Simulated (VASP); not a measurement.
# SnSe2 (P-3m1) in VASP: further runs

SnSe2 is run at these levels: r2SCAN; tasks: single point.

Program: VASP 6.6.1. These are calculated values, not measurements. Logs are shortened: lines on timing, memory, paths and dates and some standing lists are left out, and cuts for length are marked.

### Step 1. The cell of the first run

The structure is trigonal, space group P-3m1 (No. 164). Conventional cell: a = 3.893 Å, b = 3.893 Å, c = 6.348 Å, α = 90.00°, β = 90.00°, γ = 120.00°. Within 3.6 Å of Sn (site symmetry -3m) lie 6 Se at 2.72 Å. Within 3.6 Å of Se (site symmetry 3m) lie 3 Sn at 2.72 Å.

### Step 2. Single point, r2SCAN

The input, POSCAR:

```
SnSe2
1.0
    3.8931847021      0.0000000000      0.0000000000
   -1.9465923511      3.3715968536      0.0000000000
    0.0000000000      0.0000000000      6.3481668254
Sn Se
1 2
Direct
    0.0000000000      0.0000000000      0.0000000000
    0.3333333333      0.6666666667      0.2412719747
    0.6666666667      0.3333333333      0.7587280253
```

The input, INCAR.step1:

```
ALGO     = Normal         # electronic algorithm
EDIFF    = 1E-4           # SCF threshold, eV
ENCUT    = 520            # plane-wave cutoff, eV
GGA      = PE             # functional
ISMEAR   = 0              # smearing method
LASPH    = True           # aspherical terms in the spheres
LCHARG   = False          # write CHGCAR
LREAL    = False          # projectors in reciprocal space
LWAVE    = True           # write WAVECAR
NBANDS   = 20             # bands
NELM     = 80             # most SCF steps
PREC     = Accurate       # precision mode
SIGMA    = 0.05           # smearing width, eV
```

The input, INCAR.step2:

```
ALGO     = Normal         # electronic algorithm
EDIFF    = 1E-7           # SCF threshold, eV
ENCUT    = 520            # plane-wave cutoff, eV
ISIF     = 2              # what is computed and relaxed
ISMEAR   = 0              # smearing method
ISTART   = 1            
LASPH    = True           # aspherical terms in the spheres
LCHARG   = True           # write CHGCAR
LELF     = True           # ELF
LMIXTAU  = True         
LREAL    = False          # projectors in reciprocal space
LVHAR    = True         
LWAVE    = False          # write WAVECAR
METAGGA  = R2SCAN         # meta-GGA
NBANDS   = 20             # bands
NELM     = 80             # most SCF steps
PREC     = Accurate       # precision mode
SIGMA    = 0.05           # smearing width, eV
```

The input, KPOINTS:

```
k-points
0
Gamma
  12 12 6
```

Potentials or basis: VASP PAW PBE potentials, release 64 (Sn_d, Se).

Run with:

```
$ cat potpaw_PBE.64/Sn_d/POTCAR potpaw_PBE.64/Se/POTCAR > POTCAR
$ cp INCAR.step1 INCAR
$ mpirun -np 1 vasp_std > vasp.out
$ cp INCAR.step2 INCAR
$ mpirun -np 1 vasp_std > vasp.out
```

OUTCAR:

```text
EDIFF = 1E-7
   ENCUT = 520
   ISIF = 2
   ISMEAR = 0
   ISTART = 1
   LASPH = True
   LREAL = False
   METAGGA = R2SCAN
   NELM = 80
   PREC = Accurate

 ion  position               nearest neighbor table
   1  0.000  0.000  0.000-   2 2.72   3 2.72   2 2.72   3 2.72   3 2.72   2 2.72
   2  0.333  0.667  0.241-   1 2.72   1 2.72   1 2.72
   3  0.667  0.333  0.759-   1 2.72   1 2.72   1 2.72

  LATTYP: Found a hexagonal cell.
 ALAT       =     3.8931847021
 C/A-ratio  =     1.6305845500

  Lattice vectors:

 A1 = (   3.8931847021,   0.0000000000,   0.0000000000)
 A2 = (  -1.9465923511,   3.3715968536,   0.0000000000)
 A3 = (   0.0000000000,   0.0000000000,   6.3481668254)

Analysis of symmetry for initial positions (statically):
=====================================================================
 Subroutine PRICEL returns:
 Original cell was already a primitive cell.

 Routine SETGRP: Setting up the symmetry group for a
 hexagonal supercell.

 Subroutine GETGRP returns: Found 12 space group operations
 (whereof 12 operations were pure point group operations)
 out of a pool of 24 trial point group operations.

The static configuration has the point symmetry D_3d.

Analysis of symmetry for dynamics (positions and initial velocities):
=====================================================================
 Subroutine PRICEL returns:
 Original cell was already a primitive cell.

 Routine SETGRP: Setting up the symmetry group for a
 hexagonal supercell.

 Subroutine GETGRP returns: Found 12 space group operations
 (whereof 12 operations were pure point group operations)
 out of a pool of 24 trial point group operations.

The dynamic configuration has the point symmetry D_3d.

 Subroutine INISYM returns: Found 12 space group operations
 (whereof 12 operations are pure point group operations),
 and found     1 'primitive' translations

----------------------------------------------------------------------------------------

                                     Primitive cell

  volume of cell :      83.3276

  direct lattice vectors                    reciprocal lattice vectors
     3.893184702  0.000000000  0.000000000     0.256859121  0.148297683  0.000000000
[... 82 lines left out ...]
   ISPIN  =      1    spin polarized calculation?
   LNONCOLLINEAR =      F non collinear calculations
   LSORBIT =      F    spin-orbit coupling
   LASPH  =      T    aspherical Exc in radial PAW
   ENCUT  =  520.0 eV  38.22 Ry    6.18 a.u.   7.24  7.24 11.80*2*pi/ulx,y,z
   NELM   =     80;   NELMIN=  2; NELMDL=  0     # of ELM steps
   EDIFF  = 0.1E-06   stopping-criterion for ELM
   LREAL  =      F    real-space projection
   EDIFFG = 0.1E-05   stopping-criterion for IOM
   NSW    =      0    number of steps for IOM
   IBRION =     -1    ionic relax: 0-MD 1-quasi-New 2-CG
   NFREE  =      0    steps in history (QN), initial steepest desc. (CG)
   ISIF   =      2    stress and relaxation
   ISYM   =      2    0-nonsym 1-usesym 2-fastsym
   POTIM  = 0.5000    time-step for ionic-motion
   TEBEG  =    0.0;   TEEND  =   0.0 temperature during run
   PSTRESS=    0.0 pullay stress
   NELECT =      26.0000    total number of electrons
   NUPDOWN=      -1.0000    fix difference up-down
   EMIN   =  10.00;   EMAX   =-10.00  energy-range for DOS
   EFERMI =   0.00;   METHOD = LEGACY
   ISMEAR =     0;   SIGMA  =   0.05  broadening in eV -4-tet -1-fermi 0-gaus
   EFERMI_NEDOS =   21; number of points for ismear=-14 and -15
   IALGO  =     38    algorithm
   IMIX   =      4    mixing-type and parameters
     AMIX     =   0.40;   BMIX     =  1.00
     AMIX_MAG =   1.60;   BMIX_MAG =  1.00
  volume/ion in A,a.u.               =      27.78       187.44
  Fermi-wavevector in a.u.,A,eV,Ry     =   1.110375  2.098304 16.775063  1.232932
  Thomas-Fermi vector in A             =   2.246926
   LORBIT       =      0    0 simple, 1 ext, 2 COOP (PROOUT), +10 PAW based schemes
   METAGGA = R2SCAN    functional components
   LHFCALC =     F    Hartree Fock is set to
   AEXX    =    0.0000 exact exchange contribution
   IVDW    =     0    specifies the selected vdW correction
   LEPSILON=     F    determine dielectric tensor
   LRPA    =     F    only Hartree local field effects (RPA)
 non-spin polarized calculation
 Gauss-broadening in eV      SIGMA  =   0.05
  energy-cutoff  :      520.00
  volume of cell :       83.33
 maximum number of plane-waves:      2273
 NGX is ok and might be reduce to    30

 number of electron      26.0000004 magnetization

 Free energy of the ion-electron system (eV)
  ---------------------------------------------------
  ext. energy  EPLUGINS =         0.00000000
  ---------------------------------------------------
  free energy    TOTEN  =       -54.62106730 eV

  energy without entropy =      -54.62106730  energy(sigma->0) =      -54.62106730

 E-fermi :   3.3500     XC(G=0):  -9.5989

 val. band max:        3.0576625945   @ k =   0.0833   0.0833   0.0000
 cond. band min:       4.0995761883   @ k =   0.5000   0.0000   0.3333
 fundamental gap:      1.0419135939
 Fermi energy:         3.3499633403

 k-point     1 :       0.0000    0.0000    0.0000
  band No.  band energies     occupation
      1     -18.7853      2.00000
      2     -18.7853      2.00000
      3     -18.7378      2.00000
      4     -18.7264      2.00000
      5     -18.7264      2.00000
      6     -11.0284      2.00000
[... 541 lines left out ...]
     19      11.7913      0.00000
     20      12.5868      0.00000

 [... further k-points ...]

------------------------ aborting loop because EDIFF is reached ----------------------------------------

  FORCE on cell =-STRESS in cart. coord.  units (eV):
  Direction    XX          YY          ZZ          XY          YZ          ZX
  --------------------------------------------------------------------------------------
  -------------------------------------------------------------------------------------
  Total       -0.4794295     -0.4794295      0.8213202      0.0000000     -0.0000000      0.0000000
  in kB       -9.2182055     -9.2182055     15.7918892      0.0000000     -0.0000000      0.0000000
  external PRESSURE =      -0.8815073 kB  Pullay stress =       0.0000000 kB

 VOLUME and BASIS-vectors are now :
 -----------------------------------------------------------------------------
  energy-cutoff  :      520.00
  volume of cell :       83.33
      direct lattice vectors                 reciprocal lattice vectors
     3.893184702  0.000000000  0.000000000     0.256859121  0.148297683  0.000000000
    -1.946592351  3.371596854  0.000000000     0.000000000  0.296595365  0.000000000
     0.000000000  0.000000000  6.348166825     0.000000000  0.000000000  0.157525791

 POSITION                                       TOTAL-FORCE (eV/Angst)
 -----------------------------------------------------------------------------------
      0.00000      0.00000      0.00000        -0.000000      0.000000      0.000000
     -0.00000      2.24773      1.53163         0.000000     -0.000000      0.248577
      1.94659      1.12387      4.81653        -0.000000      0.000000     -0.248577
 -----------------------------------------------------------------------------------
    total drift:                                0.000000     -0.000000      0.000000

  FREE ENERGIE OF THE ION-ELECTRON SYSTEM (eV)
  ---------------------------------------------------
  free  energy   TOTEN  =       -54.6210672998 eV

  energy  without entropy=      -54.6210672998  energy(sigma->0) =      -54.62106730
```

OSZICAR.step1:

```text
N       E                     dE             d eps       ncg     rms          rms(c)
DAV:   1     0.206843435367E+03    0.20684E+03   -0.12051E+04  4056   0.144E+03
DAV:   2     0.117562327057E+02   -0.19509E+03   -0.18775E+03  4340   0.376E+02
DAV:   3    -0.112867727577E+02   -0.23043E+02   -0.22560E+02  4876   0.114E+02
DAV:   4    -0.120949855428E+02   -0.80821E+00   -0.80671E+00  4788   0.226E+01
DAV:   5    -0.121149900700E+02   -0.20005E-01   -0.20003E-01  5556   0.368E+00    0.486E+00
DAV:   6    -0.118500868874E+02    0.26490E+00   -0.54261E-01  6088   0.752E+00    0.314E+00
DAV:   7    -0.118330907940E+02    0.16996E-01   -0.16003E-01  4620   0.246E+00    0.102E+00
DAV:   8    -0.118330490615E+02    0.41733E-04   -0.12703E-02  4992   0.109E+00    0.271E-01
DAV:   9    -0.118336100868E+02   -0.56103E-03   -0.15487E-03  4472   0.315E-01    0.859E-02
DAV:  10    -0.118336251300E+02   -0.15043E-04   -0.11391E-04  3752   0.763E-02
   1 F= -.11833625E+02 E0= -.11833625E+02  d E =-.187640E-12
```

It took 7.8 min on 1 thread of Intel Xeon Platinum 8488C (Sapphire Rapids), shared host; peak memory 0.32 GiB.

Results:

```yaml
Free_energy: -54.6211 eV
Pressure: -0.1 GPa
Largest_force: 0.249 eV/Å
Band_gap_on_the_k_mesh: 1.04 eV (least direct gap 1.30 eV)
```

Forces on the atoms (eV/Å):
```
Sn   0.000  0.000  0.000
Se   0.000  0.000  0.249
Se   0.000  0.000 -0.249
```

Caveat: the PAW data sets were made with another functional, which shifts forces and pressure a little; spin-orbit coupling is left out, which moves the levels of the heavy elements. A k mesh can miss the band edges.

### Step 3. Single point, r2SCAN

This run uses another cell than the first one, of the same volume but with other edges.

The input, POSCAR:

```
SnSe2
1.0
    3.7786121745      0.0000000000      0.0000000000
   -1.8893060873      3.2723741341      0.0000000000
    0.0000000000      0.0000000000      6.7389728787
Sn Se
1 2
Direct
    0.0000000000      0.0000000000      0.0000000000
    0.3333333333      0.6666666667      0.2412719747
    0.6666666667      0.3333333333      0.7587280253
```

The input, INCAR.step1:

```
SYSTEM = SnSe2
PREC = Accurate ; ENCUT = 520
ISMEAR = 0 ; SIGMA = 0.05
LREAL = .False. ; LASPH = .True.
NELM = 80 ; NBANDS = 20
GGA = PE ; ALGO = Normal
EDIFF = 1E-4 ; LWAVE = .True.
LCHARG = .False.
```

The input, INCAR.step2:

```
SYSTEM = SnSe2
PREC = Accurate ; ENCUT = 520
EDIFF = 1E-6 ; ISMEAR = 0
SIGMA = 0.05 ; LREAL = .False.
LASPH = .True. ; NELM = 80
ALGO = Normal ; ISIF = 2
LWAVE = .False. ; LCHARG = .True.
METAGGA = R2SCAN ; LMIXTAU = .True.
LELF = .True. ; LVHAR = .True.
NBANDS = 20 ; ISTART = 1
```

The input, KPOINTS:

```
Automatic mesh
0
Gamma
  12 12 6
  0 0 0
```

Potentials or basis: VASP PAW PBE potentials, release 64 (Sn_d, Se).

Run with:

```
$ cat potpaw_PBE.64/Sn_d/POTCAR potpaw_PBE.64/Se/POTCAR > POTCAR
$ cp INCAR.step1 INCAR
$ mpirun -np 1 vasp_std > vasp.out
$ cp INCAR.step2 INCAR
$ mpirun -np 1 vasp_std > vasp.out
```

Wall time 5.4 min (1 thread of Intel Xeon Platinum 8488C (Sapphire Rapids), shared host); peak memory 0.31 GiB.

Results (log left out):

| Item | Value |
| --- | --- |
| Free energy | -54.6102 eV |
| Pressure | 0.2 GPa |
| Largest force | 0.314 eV/Å |
| Band gap on the k mesh | 0.80 eV (least direct gap 1.34 eV) |

Forces on the atoms (eV/Å):
```
Sn   0.000  0.000  0.000
Se   0.000  0.000 -0.314
Se   0.000  0.000  0.314
```

Stress tensor (GPa, compression positive):
```
 1.41  0.00  0.00
 0.00  1.41  0.00
 0.00  0.00 -2.15
```

Levels at points of the mesh, in eV from the valence-band top:
```
           k point  band 11  band 12  band 13  band 14  band 15  band 16
(0.00, 0.00, 0.00)    -0.46    -0.13    -0.13     1.55     3.79     5.11
(0.50, 0.00, 0.00)    -2.34    -1.19    -0.36     1.19     4.27     5.83
(0.00, 0.00, 0.50)    -0.51    -0.05    -0.05     2.73     3.71     4.99
(0.50, 0.00, 0.50)    -2.26    -0.91    -0.54     0.80     4.49     5.04
```

Caveat: the PAW data sets were made with another functional, which shifts forces and pressure a little; spin-orbit coupling is left out, which moves the levels of the heavy elements. A k mesh can miss the band edges.
